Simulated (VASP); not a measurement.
Here is a VASP 6.6.1 calculation.

The input INCAR:

```
  ALGO = Fast
  EDIFF = 1E-6
  ENCUT = 520
  GGA = PE
  ISIF = 2
  ISMEAR = 0
  LASPH = T
  LCHARG = T
  LELF = T
  LREAL = F
  LVHAR = T
  LWAVE = F
  NBANDS = 14
  NELM = 100
  PREC = Accurate
  SIGMA = 0.15
```

File KPOINTS:

```
k-points
0
Gamma
  22 22 22
```

Contents of POSCAR:

```
Rh
1.0
    0.0000000000      2.2303587760      1.6377524492
    2.2303587760      0.0000000000      1.6377524492
    2.2303587760      2.2303587760      0.0000000000
Rh
1
Direct
    0.0000000000      0.0000000000      0.0000000000
```

Potentials or basis: VASP PAW PBE potentials, release 64 (Rh_pv).

Launch:

```bash
$ cat potpaw_PBE.64/Rh_pv/POTCAR > POTCAR
$ mpirun -np 1 vasp_std > vasp.out
```

Question: Predict the pressure.

Answer: -20.4 GPa.

Stress tensor (GPa, compression positive):
```
-22.85   0.00   0.00
  0.00 -22.85   0.00
  0.00   0.00 -15.63
```
